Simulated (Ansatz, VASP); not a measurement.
**One calculation of Al2GaN3, two programs**

```
Al Ga N
1.0
     5.74321   -1.56788    0.00091
     5.74321    1.56788    0.00091
    -1.89621    0.00000    7.17535
Al Ga N
4 2 6
Cartesian
  10.1075 0.0000 2.7946
  8.7378 0.0000 5.5747
  1.7202 0.0000 3.1899
  6.1497 0.0000 0.8120
  3.0734 0.0000 0.4140
  5.6340 0.0000 5.1802
  1.3447 0.0000 1.3277
  3.9160 0.0000 6.1175
  8.4230 0.0000 3.6972
  7.0704 0.0000 6.4716
  0.0238 0.0000 4.0521
  4.4900 0.0000 1.7443
```

Alike in both runs: task single point; functional PBEsol; k mesh 8 × 8 × 4; occupations gaussian, width 0.02 eV; no spin polarisation.

```csv
,VASP,Ansatz
version,VASP 6.6.1,Ansatz 0.2.0
potentials or method,"VASP PAW PBE potentials, release 64 (Al, Ga_d, N), cutoff 520 eV","scalar-relativistic, plane waves, PAW"
valence electrons in the cell,68,68
```

VASP gave:

* gap on the k mesh at the Fermi level (eV): 3.27
* least direct gap on the mesh (eV): 3.27
* pressure (GPa): -0.1
* rms of the force components (eV/Å): 0.005

Estimate Ansatz's values.

gap on the k mesh at the Fermi level (eV): 3.26; least direct gap on the mesh (eV): 3.26; pressure (GPa): 0.0; rms of the force components (eV/Å): 0.001.

VASP's potentials were made for PBE, not for PBEsol. Atom by atom the forces differ by 0.004 eV/Å (rms over components). With one functional, cell and mesh, what is left measures potentials, basis and numerics.
